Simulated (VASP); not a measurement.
# ZnSe (P4/nmm) in VASP: notebook, part 2 of 2

VASP 6.6.1. The steps go on from the part before.

### Step 4. Single point, PBE0

File POSCAR:

```
ZnSe
1.0
    4.1077020000      0.0000000000      0.0000000000
    0.0000000000      4.1077020000      0.0000000000
    0.0000000000      0.0000000000      6.0703500000
Zn Se
2 2
Direct
    0.0000000000      0.0000000000      0.0000000000
    0.5000000000      0.5000000000      0.0000000000
    0.0000000000      0.5000000000      0.2462800003
    0.5000000000      0.0000000000      0.7537199997
```

File INCAR.step1:

```
SYSTEM = ZnSe
ALGO     = Normal         ! electronic algorithm
EDIFF    = 1E-5           ! SCF threshold, eV
ENCUT    = 400            ! plane-wave cutoff, eV
GGA      = PE             ! functional
GGA_COMPAT= .False.      
ISIF     = 2              ! what is computed and relaxed
ISMEAR   = 0              ! smearing method
LASPH    = .True.         ! aspherical terms in the spheres
LREAL    = .False.        ! projectors in reciprocal space
LWAVE    = .True.         ! write WAVECAR
NBANDS   = 26             ! bands
NELM     = 120            ! most SCF steps
PREC     = Accurate       ! precision mode
SIGMA    = 0.01           ! smearing width, eV
```

File INCAR.step2:

```
SYSTEM = ZnSe
AEXX     = 0.25           ! exact-exchange fraction
ALGO     = Normal         ! electronic algorithm
EDIFF    = 1E-6           ! SCF threshold, eV
ENCUT    = 400            ! plane-wave cutoff, eV
GGA      = PE             ! functional
GGA_COMPAT= .False.      
ISIF     = 2              ! what is computed and relaxed
ISMEAR   = 0              ! smearing method
ISTART   = 1            
LASPH    = .True.         ! aspherical terms in the spheres
LCHARG   = .True.         ! write CHGCAR
LELF     = .True.         ! ELF
LHFCALC  = .True.         ! exact exchange
LREAL    = .False.        ! projectors in reciprocal space
LVHAR    = .True.       
LWAVE    = .False.        ! write WAVECAR
NBANDS   = 26             ! bands
NELM     = 120            ! most SCF steps
PREC     = Accurate       ! precision mode
PRECFOCK = Normal       
SIGMA    = 0.01           ! smearing width, eV
```

File KPOINTS:

```
k-points
0
Gamma
  4 4 2
  0 0 0
```

Potentials or basis: VASP PAW PBE potentials, release 64 (Zn, Se).

On the command line:

```console
cat potpaw_PBE.64/Zn/POTCAR potpaw_PBE.64/Se/POTCAR > POTCAR
cp INCAR.step1 INCAR
mpirun -np 1 vasp_std > vasp.out
cp INCAR.step2 INCAR
mpirun -np 1 vasp_std > vasp.out
```

OUTCAR:

```text
SYSTEM = ZnSe
   AEXX = 0.25
   EDIFF = 1E-6
   ENCUT = 400
   GGA = PE
   ISIF = 2
   ISMEAR = 0
   ISTART = 1
   LASPH = .True.
   LHFCALC = .True.
   LREAL = .False.
   NELM = 120
   PREC = Accurate
   PRECFOCK = Normal

 ion  position               nearest neighbor table
   1  0.000  0.000  0.000-   3 2.54   4 2.54   3 2.54   4 2.54   2 2.90   2 2.90   2 2.90   2 2.90

   2  0.500  0.500  0.000-   3 2.54   4 2.54   4 2.54   3 2.54   1 2.90   1 2.90   1 2.90   1 2.90

   3  0.000  0.500  0.246-   1 2.54   2 2.54   1 2.54   2 2.54
   4  0.500  0.000  0.754-   1 2.54   2 2.54   2 2.54   1 2.54

  LATTYP: Found a simple tetragonal cell.
 ALAT       =     4.1077020000
 C/A-ratio  =     1.4777970749

  Lattice vectors:

 A1 = (   4.1077020000,   0.0000000000,   0.0000000000)
 A2 = (   0.0000000000,   4.1077020000,   0.0000000000)
 A3 = (   0.0000000000,   0.0000000000,   6.0703500000)

Analysis of symmetry for initial positions (statically):
=====================================================================
 Subroutine PRICEL returns:
 Original cell was already a primitive cell.

 Routine SETGRP: Setting up the symmetry group for a
 simple tetragonal supercell.

 Subroutine GETGRP returns: Found 16 space group operations
 (whereof  8 operations were pure point group operations)
 out of a pool of 16 trial point group operations.

The static configuration has the point symmetry D_2d.
 The point group associated with its full space group is D_4h.

Analysis of symmetry for dynamics (positions and initial velocities):
=====================================================================
 Subroutine PRICEL returns:
 Original cell was already a primitive cell.

 Routine SETGRP: Setting up the symmetry group for a
 simple tetragonal supercell.

 Subroutine GETGRP returns: Found 16 space group operations
 (whereof  8 operations were pure point group operations)
 out of a pool of 16 trial point group operations.

The dynamic configuration has the point symmetry D_2d.
 The point group associated with its full space group is D_4h.

 Subroutine INISYM returns: Found 16 space group operations
 (whereof  8 operations are pure point group operations),
 and found     1 'primitive' translations

----------------------------------------------------------------------------------------

                                     Primitive cell

  volume of cell :     102.4263

  direct lattice vectors                    reciprocal lattice vectors
     4.107702000  0.000000000  0.000000000     0.243445118  0.000000000  0.000000000
     0.000000000  4.107702000  0.000000000     0.000000000  0.243445118  0.000000000
     0.000000000  0.000000000  6.070350000     0.000000000  0.000000000  0.164735147

  length of vectors
     4.107702000  4.107702000  6.070350000     0.243445118  0.243445118  0.164735147

  position of ions in fractional coordinates (direct lattice)
     0.000000000  0.000000000  0.000000000
     0.500000000  0.500000000  0.000000000
     0.000000000  0.500000000  0.246280000
     0.500000000  0.000000000  0.753720000

  ion indices of the primitive-cell ions
   primitive index   ion index
                 1           1
[... 40 lines left out ...]
  0.500000  0.000000  0.500000      2.000000
  0.250000  0.250000  0.500000      4.000000
  0.500000  0.250000  0.500000      4.000000
  0.500000  0.500000  0.500000      1.000000
   k-points           NKPTS =     12   k-points in BZ     NKDIM =     32   number of bands    NBANDS=     26
   number of dos      NEDOS =    301   number of ions     NIONS =      4
   total plane-waves  NPLWV =  31360
   dimension x,y,z NGX =    28 NGY =   28 NGZ =   40
   dimension x,y,z NGXF=    56 NGYF=   56 NGZF=   80
   ions per type =               2   2
   NGX,Y,Z   is equivalent  to a cutoff of  11.33, 11.33, 10.95 a.u.
   NGXF,Y,Z  is equivalent  to a cutoff of  22.66, 22.66, 21.91 a.u.
 SYSTEM =  ZnSe
   PREC   = accura    normal or accurate (medium, high low for compatibility)
   ISTART =      1    job   : 0-new  1-cont  2-samecut
   ICHARG =      0    charge: 1-file 2-atom 10-const
   ISPIN  =      1    spin polarized calculation?
   LNONCOLLINEAR =      F non collinear calculations
   LSORBIT =      F    spin-orbit coupling
   LASPH  =      T    aspherical Exc in radial PAW
   ENCUT  =  400.0 eV  29.40 Ry    5.42 a.u.   6.70  6.70  9.90*2*pi/ulx,y,z
   NELM   =    120;   NELMIN=  2; NELMDL=  0     # of ELM steps
   EDIFF  = 0.1E-05   stopping-criterion for ELM
   LREAL  =      F    real-space projection
   EDIFFG = 0.1E-04   stopping-criterion for IOM
   NSW    =      0    number of steps for IOM
   IBRION =     -1    ionic relax: 0-MD 1-quasi-New 2-CG
   NFREE  =      0    steps in history (QN), initial steepest desc. (CG)
   ISIF   =      2    stress and relaxation
   ISYM   =      3    0-nonsym 1-usesym 2-fastsym
   POTIM  = 0.5000    time-step for ionic-motion
   TEBEG  =    0.0;   TEEND  =   0.0 temperature during run
   PSTRESS=    0.0 pullay stress
   NELECT =      36.0000    total number of electrons
   NUPDOWN=      -1.0000    fix difference up-down
   EMIN   =  10.00;   EMAX   =-10.00  energy-range for DOS
   EFERMI =   0.00;   METHOD = LEGACY
   ISMEAR =     0;   SIGMA  =   0.01  broadening in eV -4-tet -1-fermi 0-gaus
   EFERMI_NEDOS =   21; number of points for ismear=-14 and -15
   IALGO  =     38    algorithm
   IMIX   =      1    mixing-type and parameters
     AMIX     =   0.40;   BMIX     =  1.00
     AMIX_MAG =   1.60;   BMIX_MAG =  1.00
  volume/ion in A,a.u.               =      25.61       172.80
  Fermi-wavevector in a.u.,A,eV,Ry     =   1.155328  2.183253 18.160809  1.334782
  Thomas-Fermi vector in A             =   2.291957
   LORBIT       =      0    0 simple, 1 ext, 2 COOP (PROOUT), +10 PAW based schemes
   GGA     = PE    functional components
   LHFCALC =     T    Hartree Fock is set to
   PRECFOCK=normal    Normal, Fast or Accurate (Low or Medium for compatibility)
   ENCUT4O =  -1.0   cutoff for four orbital integrals eV
   NKREDX  =     1    reduce k-point grid by
   NKREDY  =     1    reduce k-point grid by
   NKREDZ  =     1    reduce k-point grid by
   AEXX    =    0.2500 exact exchange contribution
   HFSCREEN=    0.0000 screening length (either q_TF or 0.3 A-1)
   HFSCREENC=   0.0000 screening length for correlation (either q_TF or 0.3 A-1)
   ENCUTFOCK=  -1.0 apply spherical cutoff to Coloumb kernel
   IVDW    =     0    specifies the selected vdW correction
   LEPSILON=     F    determine dielectric tensor
   LRPA    =     F    only Hartree local field effects (RPA)
 non-spin polarized calculation
 Gauss-broadening in eV      SIGMA  =   0.01
  energy-cutoff  :      400.00
  volume of cell :      102.43
 maximum number of plane-waves:      1884
 NGX is ok and might be reduce to    28
  NGX = 24; NGY = 24; NGZ = 32

 number of electron      36.0000014 magnetization

 Free energy of the ion-electron system (eV)
  ---------------------------------------------------
  ext. energy  EPLUGINS =         0.00000000
  ---------------------------------------------------
  free energy    TOTEN  =       -15.21551618 eV

  energy without entropy =      -15.21551618  energy(sigma->0) =      -15.21551618

 E-fermi :  -0.2380     XC(G=0):  -6.8272

 val. band max:       -0.3646284518   @ k =   0.0000   0.0000   0.0000
 cond. band min:       3.2707727206   @ k =   0.0000   0.0000   0.0000
 fundamental gap:      3.6354011723
 Fermi energy:        -0.2379955399

 k-point     1 :       0.0000    0.0000    0.0000
  band No.  band energies     occupation
      1     -14.4267      2.00000
      2     -13.4317      2.00000
      3      -8.8737      2.00000
      4      -8.7631      2.00000
      5      -8.7546      2.00000
      6      -8.7546      2.00000
[... 337 lines left out ...]
     25       9.6324      0.00000
     26       9.6324      0.00000

------------------------ aborting loop because EDIFF is reached ----------------------------------------

  FORCE on cell =-STRESS in cart. coord.  units (eV):
  Direction    XX          YY          ZZ          XY          YZ          ZX
  --------------------------------------------------------------------------------------
  -------------------------------------------------------------------------------------
  Total       -0.7575170     -0.7575170     -1.3118092      0.0000000      0.0000000      0.0000000
  in kB      -11.8492635    -11.8492635    -20.5196364      0.0000000      0.0000000      0.0000000
  external PRESSURE =     -14.7393878 kB  Pullay stress =       0.0000000 kB

 VOLUME and BASIS-vectors are now :
 -----------------------------------------------------------------------------
  energy-cutoff  :      400.00
  volume of cell :      102.43
      direct lattice vectors                 reciprocal lattice vectors
     4.107702000  0.000000000  0.000000000     0.243445118  0.000000000  0.000000000
     0.000000000  4.107702000  0.000000000     0.000000000  0.243445118  0.000000000
     0.000000000  0.000000000  6.070350000     0.000000000  0.000000000  0.164735147

 POSITION                                       TOTAL-FORCE (eV/Angst)
 -----------------------------------------------------------------------------------
      0.00000      0.00000      0.00000         0.000000      0.000000      0.000000
      2.05385      2.05385      0.00000        -0.000000      0.000000      0.000000
      0.00000      2.05385      1.49501         0.000000      0.000000     -0.389229
      2.05385      0.00000      4.57534         0.000000      0.000000      0.389229
 -----------------------------------------------------------------------------------
    total drift:                                0.000000     -0.000000     -0.000000

  FREE ENERGIE OF THE ION-ELECTRON SYSTEM (eV)
  ---------------------------------------------------
  free  energy   TOTEN  =       -15.2155161807 eV

  energy  without entropy=      -15.2155161807  energy(sigma->0) =      -15.21551618
```

It took 26 min on 1 thread of Intel Xeon Platinum 8375C at 2.90GHz (Ice Lake), shared host; peak memory 0.2 GiB.

What came out:

```yaml
Free_energy: -15.2155 eV
Pressure: -1.5 GPa
Largest_force: 0.389 eV/Å
Band_gap_on_the_k_mesh: 3.64 eV
```

Forces in eV/Å, atoms in the order of the input:
```
Zn   0.000  0.000  0.000
Zn   0.000  0.000  0.000
Se   0.000  0.000 -0.389
Se   0.000  0.000  0.389
```

Caveat: the k points lie up to 0.52 Å⁻¹ apart; the PAW data sets were made with another functional, which shifts forces and pressure a little.

### Step 5. Summary

```csv
level,cutoff (eV),grid for exact exchange (PRECFOCK),share of exact exchange,gap on the mesh (eV),pressure (GPa),largest force (eV/Å)
PBEsol,500,-,-,1.85,-2.5,0.36
B3LYP,400,Normal,0.2,3.26,1.1,0.09
PBE0,400,Normal,0.25,3.64,-1.5,0.39
```

Alike in all rows: task single point; potentials or basis VASP PAW PBE potentials, release 64 (Zn, Se); no spin polarisation; cell as given; k mesh 4 × 4 × 2; smearing gaussian 0.01 eV.

Caveats: all runs use coarse meshes; the PAW data sets were made with another functional, which shifts forces and pressure a little.

Total energies depend on the potentials used, so only differences within one code and one set of settings carry meaning.
